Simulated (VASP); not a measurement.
# Cs2P4O (I4/mmm) in VASP: single point with PBE

Aim: the single point of Cs2P4O with PBE.

All numbers are computed with VASP 6.6.1; they aren't measurements. Logs are shortened: lines on timing, memory, paths and dates and some standing lists are left out, and cuts for length are marked.

## Step 1: The cell of the first run

It takes space group I4/mmm (No. 139, tetragonal). The conventional cell has a = 4.725 Å, b = 4.725 Å, c = 14.640 Å, α = 90.00°, β = 90.00°, γ = 90.00°. P (site symmetry 4mm) has 1 O at 2.20 Å within 2.9 Å. Within 3.4 Å of P (site symmetry mmm) lie 2 O at 2.36 Å and 4 Cs at 3.13 Å and 8 P at 3.23 to 3.34 Å. Cs (site symmetry 4mm) has 9 P at 3.07 to 3.34 Å and 4 O at 3.92 Å and 1 Cs at 4.10 Å within 4.1 Å. O (site symmetry 4/mmm) has 6 P at 2.20 to 2.36 Å within 2.9 Å.

## Step 2: Single point, PBE

Contents of INCAR:

```
PREC = Accurate
ENCUT = 520
EDIFF = 1E-6
ISMEAR = -1
SIGMA = 0.0375
LREAL = F
LASPH = T
NELM = 60
ALGO = Normal
ISIF = 2
LWAVE = F
LCHARG = F
GGA = PE
NBANDS = 31
```

Contents of KPOINTS:

```
regular mesh
0
Gamma
  8 8 8
```

Contents of POSCAR:

```
Cs2P4O
1.0
    0.0000000000      4.7254740000      0.0000000000
    4.7254740000      0.0000000000      0.0000000000
    2.3627370000      2.3627370000     -7.3197910000
P Cs O
4 2 1
Direct
    0.1500000000      0.1500000000      0.7000000000
    0.8500000000      0.8500000000      0.3000000000
    0.5000000000      0.0000000000      0.0000000000
    0.0000000000      0.5000000000      0.0000000000
    0.3600000000      0.3600000000      0.2800000000
    0.6400000000      0.6400000000      0.7200000000
    0.0000000000      0.0000000000      0.0000000000
```

Potentials or basis: VASP PAW PBE potentials, release 64 (P, Cs_sv, O).

Started as:

```bash
> cat potpaw_PBE.64/P/POTCAR potpaw_PBE.64/Cs_sv/POTCAR potpaw_PBE.64/O/POTCAR > POTCAR
> mpirun -np 1 vasp_std > vasp.out
```

OUTCAR:

```text
PREC = Accurate
   ENCUT = 520
   EDIFF = 1E-6
   ISMEAR = -1
   LREAL = F
   LASPH = T
   NELM = 60
   ISIF = 2
   GGA = PE

 ion  position               nearest neighbor table
   1  0.150  0.150  0.700-   7 2.20
   2  0.850  0.850  0.300-   7 2.20
   3  0.500  0.000  0.000-   7 2.36   7 2.36
   4  0.000  0.500  0.000-   7 2.36   7 2.36
   5  0.360  0.360  0.280-
   6  0.640  0.640  0.720-
   7  0.000  0.000  0.000-   1 2.20   2 2.20   3 2.36   4 2.36   4 2.36   3 2.36

  LATTYP: Found a body centered tetragonal cell.
 ALAT       =     4.7254740000
 C/A-ratio  =     3.0980134480

  Lattice vectors:

 A1 = (  -2.3627370000,   2.3627370000,   7.3197910000)
 A2 = (   2.3627370000,  -2.3627370000,   7.3197910000)
 A3 = (   2.3627370000,   2.3627370000,  -7.3197910000)

Analysis of symmetry for initial positions (statically):
=====================================================================
 Subroutine PRICEL returns:
 Original cell was already a primitive cell.

 Routine SETGRP: Setting up the symmetry group for a
 body centered tetragonal supercell.

 Subroutine GETGRP returns: Found 16 space group operations
 (whereof 16 operations were pure point group operations)
 out of a pool of 16 trial point group operations.

The static configuration has the point symmetry D_4h.

Analysis of symmetry for dynamics (positions and initial velocities):
=====================================================================
 Subroutine PRICEL returns:
 Original cell was already a primitive cell.

 Routine SETGRP: Setting up the symmetry group for a
 body centered tetragonal supercell.

 Subroutine GETGRP returns: Found 16 space group operations
 (whereof 16 operations were pure point group operations)
 out of a pool of 16 trial point group operations.

The dynamic configuration has the point symmetry D_4h.

 Subroutine INISYM returns: Found 16 space group operations
 (whereof 16 operations are pure point group operations),
 and found     1 'primitive' translations

----------------------------------------------------------------------------------------

                                     Primitive cell

  volume of cell :     163.4517

  direct lattice vectors                    reciprocal lattice vectors
     0.000000000  4.725474000  0.000000000     0.000000000  0.211618983  0.068307961
     4.725474000  0.000000000  0.000000000     0.211618983  0.000000000  0.068307961
     2.362737000  2.362737000 -7.319791000     0.000000000  0.000000000 -0.136615923

  length of vectors
     4.725474000  4.725474000  8.046390032     0.222370347  0.222370347  0.136615923

  position of ions in fractional coordinates (direct lattice)
     0.150000000  0.150000000  0.700000000
     0.850000000  0.850000000  0.300000000
     0.500000000  0.000000000  0.000000000
     0.000000000  0.500000000  0.000000000
     0.360000000  0.360000000  0.280000000
     0.640000000  0.640000000  0.720000000
     0.000000000  0.000000000  0.000000000

  ion indices of the primitive-cell ions
   primitive index   ion index
                 1           1
                 2           2
                 3           3
                 4           4
                 5           5
                 6           6
                 7           7

----------------------------------------------------------------------------------------

 KPOINTS: regular mesh

Automatic generation of k-mesh.
 Grid dimensions read from file:
 generate k-points for:    8    8    8

 Generating k-lattice:

  Cartesian coordinates                     Fractional coordinates (reciprocal lattice)
     0.000000000  0.026452373  0.008538495     0.125000000  0.000000000  0.000000000
     0.026452373  0.000000000  0.008538495     0.000000000  0.125000000  0.000000000
     0.000000000  0.000000000 -0.017076990     0.000000000  0.000000000  0.125000000

  Length of vectors
     0.027796293  0.027796293  0.017076990

  Shift w.r.t. Gamma in fractional coordinates (k-lattice)
     0.000000000  0.000000000  0.000000000

 Subroutine IBZKPT returns following result:
 ===========================================

 Found     59 irreducible k-points:

 Following reciprocal coordinates:
            Coordinates               Weight
  0.000000  0.000000  0.000000      1.000000
  0.125000  0.000000  0.000000      8.000000
  0.250000  0.000000  0.000000      8.000000
  0.375000  0.000000  0.000000      8.000000
  0.500000  0.000000  0.000000      4.000000
  0.125000  0.125000  0.000000      8.000000
[... 16 lines left out ...]
  0.250000  0.000000  0.125000      4.000000
  0.375000  0.000000  0.125000      8.000000
 [... further k-points ...]
   k-points           NKPTS =     59   k-points in BZ     NKDIM =     59   number of bands    NBANDS=     31
   number of dos      NEDOS =    301   number of ions     NIONS =      7
   total plane-waves  NPLWV =  77760
   dimension x,y,z NGX =    36 NGY =   36 NGZ =   60
   dimension x,y,z NGXF=    72 NGYF=   72 NGZF=  120
   ions per type =               4   2   1
   NGX,Y,Z   is equivalent  to a cutoff of  12.67, 12.67, 12.40 a.u.
   NGXF,Y,Z  is equivalent  to a cutoff of  25.33, 25.33, 24.79 a.u.
 SYSTEM =  unknown system
   PREC   = accura    normal or accurate (medium, high low for compatibility)
   ISTART =      0    job   : 0-new  1-cont  2-samecut
   ICHARG =      2    charge: 1-file 2-atom 10-const
   ISPIN  =      1    spin polarized calculation?
   LNONCOLLINEAR =      F non collinear calculations
   LSORBIT =      F    spin-orbit coupling
   LASPH  =      T    aspherical Exc in radial PAW
   ENCUT  =  520.0 eV  38.22 Ry    6.18 a.u.   8.79  8.79 14.96*2*pi/ulx,y,z
   NELM   =     60;   NELMIN=  2; NELMDL= -5     # of ELM steps
   EDIFF  = 0.1E-05   stopping-criterion for ELM
   LREAL  =      F    real-space projection
   EDIFFG = 0.1E-04   stopping-criterion for IOM
   NSW    =      0    number of steps for IOM
   IBRION =     -1    ionic relax: 0-MD 1-quasi-New 2-CG
   NFREE  =      0    steps in history (QN), initial steepest desc. (CG)
   ISIF   =      2    stress and relaxation
   ISYM   =      2    0-nonsym 1-usesym 2-fastsym
   POTIM  = 0.5000    time-step for ionic-motion
   TEBEG  =    0.0;   TEEND  =   0.0 temperature during run
   PSTRESS=    0.0 pullay stress
   NELECT =      44.0000    total number of electrons
   NUPDOWN=      -1.0000    fix difference up-down
   EMIN   =  10.00;   EMAX   =-10.00  energy-range for DOS
   EFERMI =   0.00;   METHOD = LEGACY
   ISMEAR =    -1;   SIGMA  =   0.04  broadening in eV -4-tet -1-fermi 0-gaus
   EFERMI_NEDOS =   21; number of points for ismear=-14 and -15
   IALGO  =     38    algorithm
   IMIX   =      4    mixing-type and parameters
     AMIX     =   0.40;   BMIX     =  1.00
     AMIX_MAG =   1.60;   BMIX_MAG =  1.00
  volume/ion in A,a.u.               =      23.35       157.58
  Fermi-wavevector in a.u.,A,eV,Ry     =   1.057051  1.997537 15.202560  1.117357
  Thomas-Fermi vector in A             =   2.192309
   LORBIT       =      0    0 simple, 1 ext, 2 COOP (PROOUT), +10 PAW based schemes
   GGA     = PE    functional components
   LHFCALC =     F    Hartree Fock is set to
   AEXX    =    0.0000 exact exchange contribution
   IVDW    =     0    specifies the selected vdW correction
   LEPSILON=     F    determine dielectric tensor
   LRPA    =     F    only Hartree local field effects (RPA)
 non-spin polarized calculation
  energy-cutoff  :      520.00
  volume of cell :      163.45
 maximum number of plane-waves:      4447
   NGX = 17   NGY = 17   NGZ = 29

 number of electron      43.9999990 magnetization

 Free energy of the ion-electron system (eV)
  ---------------------------------------------------
  ext. energy  EPLUGINS =         0.00000000
  ---------------------------------------------------
  free energy    TOTEN  =       -21.85030424 eV

  energy without entropy =      -21.81679484  energy(sigma->0) =      -21.83354954

 E-fermi :   3.7732     XC(G=0):  -9.5982

 val. band max:        3.7640591222   @ k =  -0.1250  -0.3750   0.2500
 cond. band min:       3.7732417929   @ k =   0.5000   0.5000   0.1250
 fundamental gap:      0.0091826707
 Fermi energy:         3.7732010891

 k-point     1 :       0.0000    0.0000    0.0000
  band No.  band energies     occupation
      1     -16.9533      2.00000
      2     -16.8016      2.00000
      3     -15.3156      2.00000
      4      -6.5861      2.00000
      5      -6.2865      2.00000
      6      -5.5050      2.00000
[... 23 lines left out ...]
     30       8.0393      0.00000
     31       8.1819      0.00000

 k-point     2 :       0.1250    0.0000    0.0000
  band No.  band energies     occupation
      1     -16.9419      2.00000
      2     -16.8010      2.00000
      3     -15.3134      2.00000
      4      -6.6228      2.00000
      5      -6.3071      2.00000
      6      -5.6771      2.00000
[... 23 lines left out ...]
     30       8.3160      0.00000
     31       8.3628      0.00000

 k-point     3 :       0.2500    0.0000    0.0000
  band No.  band energies     occupation
      1     -16.9132      2.00000
      2     -16.8004      2.00000
      3     -15.3082      2.00000
      4      -6.7365      2.00000
      5      -6.3617      2.00000
      6      -6.0958      2.00000
[... 23 lines left out ...]
     30       8.7143      0.00000
     31       9.0019      0.00000

 k-point     4 :       0.3750    0.0000    0.0000
  band No.  band energies     occupation
      1     -16.8819      2.00000
      2     -16.8018      2.00000
      3     -15.3035      2.00000
      4      -6.8616      2.00000
      5      -6.4492      2.00000
      6      -6.4330      2.00000
[... 635 lines left out ...]
     30       8.0649      0.00000
     31       8.1279      0.00000

 k-point    23 :       0.2500    0.0000    0.1250
  band No.  band energies     occupation
      1     -16.9175      2.00000
      2     -16.7961      2.00000
      3     -15.3077      2.00000
      4      -6.6509      2.00000
      5      -6.4859      2.00000
      6      -6.0893      2.00000
[... 23 lines left out ...]
     30       8.5244      0.00000
     31       8.9633      0.00000

 k-point    24 :       0.3750    0.0000    0.1250
  band No.  band energies     occupation
      1     -16.8872      2.00000
      2     -16.7966      2.00000
      3     -15.3028      2.00000
      4      -6.7826      2.00000
      5      -6.5743      2.00000
      6      -6.4163      2.00000
[... 23 lines left out ...]
     30       9.0144      0.00000
     31       9.6612      0.00000

 [... further k-points ...]

------------------------ aborting loop because EDIFF is reached ----------------------------------------

  FORCE on cell =-STRESS in cart. coord.  units (eV):
  Direction    XX          YY          ZZ          XY          YZ          ZX
  --------------------------------------------------------------------------------------
  -------------------------------------------------------------------------------------
  Total        4.1983127      4.1983127      3.3374346      0.0000000      0.0000000      0.0000000
  in kB       41.1524721     41.1524721     32.7140200      0.0000000      0.0000000      0.0000000
  external PRESSURE =      38.3396547 kB  Pullay stress =       0.0000000 kB

 VOLUME and BASIS-vectors are now :
 -----------------------------------------------------------------------------
  energy-cutoff  :      520.00
  volume of cell :      163.45
      direct lattice vectors                 reciprocal lattice vectors
     0.000000000  4.725474000  0.000000000     0.000000000  0.211618983  0.068307961
     4.725474000  0.000000000  0.000000000     0.211618983  0.000000000  0.068307961
     2.362737000  2.362737000 -7.319791000     0.000000000  0.000000000 -0.136615923

 POSITION                                       TOTAL-FORCE (eV/Angst)
 -----------------------------------------------------------------------------------
      2.36274      2.36274     -5.12385         0.000000      0.000000     -2.045840
      4.72547      4.72547     -2.19594        -0.000000     -0.000000      2.045840
      0.00000      2.36274      0.00000         0.000000      0.000000     -0.000000
      2.36274      0.00000      0.00000         0.000000      0.000000     -0.000000
      2.36274      2.36274     -2.04954        -0.000000     -0.000000     -1.610093
      4.72547      4.72547     -5.27025         0.000000      0.000000      1.610093
      0.00000      0.00000      0.00000        -0.000000     -0.000000     -0.000000
 -----------------------------------------------------------------------------------
    total drift:                                0.000000     -0.000000      0.000000

  FREE ENERGIE OF THE ION-ELECTRON SYSTEM (eV)
  ---------------------------------------------------
  free  energy   TOTEN  =       -21.8503042368 eV

  energy  without entropy=      -21.8167948449  energy(sigma->0) =      -21.83354954
```

Run time: 8.4 min. Hardware: 1 thread of AMD EPYC 7R43 (Zen 3), shared host; peak memory 0.36 GiB.

Results:

```
Free energy            : -21.8503 eV
Pressure               : 3.8 GPa
Largest force          : 2.046 eV/Å
Band gap on the k mesh : zero (bands 22 and 23 overlap by 0.72 eV)
```

Forces on the atoms (eV/Å):
```
P    0.000  0.000 -2.046
P    0.000  0.000  2.046
P    0.000  0.000  0.000
P    0.000  0.000  0.000
Cs   0.000  0.000 -1.610
Cs   0.000  0.000  1.610
O    0.000  0.000  0.000
```

Stress tensor (GPa, compression positive):
```
4.12 0.00 0.00
0.00 4.12 0.00
0.00 0.00 3.27
```

Levels at points of the mesh, in eV from the Fermi level:
| k point | band 19 | band 20 | band 21 | band 22 | band 23 | band 24 | band 25 | band 26 |
| --- | --- | --- | --- | --- | --- | --- | --- | --- |
| (0.00, 0.00, 0.00) | -0.41 | -0.41 | -0.26 | -0.26 | -0.24 | 0.25 | 0.25 | 3.14 |
| (0.50, 0.00, 0.00) | -1.06 | -0.86 | -0.61 | -0.39 | -0.39 | -0.09 | 1.00 | 1.22 |
| (0.50, 0.50, 0.00) | -1.09 | -1.02 | -0.13 | 0.17 | 0.21 | 1.18 | 1.31 | 1.35 |
| (0.00, 0.00, 0.50) | -0.79 | -0.28 | -0.26 | -0.26 | 0.41 | 0.41 | 0.57 | 2.12 |

Caveat: the cell stands under pressure; spin-orbit coupling is left out, which moves the levels of the heavy elements; forces of over 1 eV/Å act on the atoms, so gaps and moduli don't describe the material at rest.
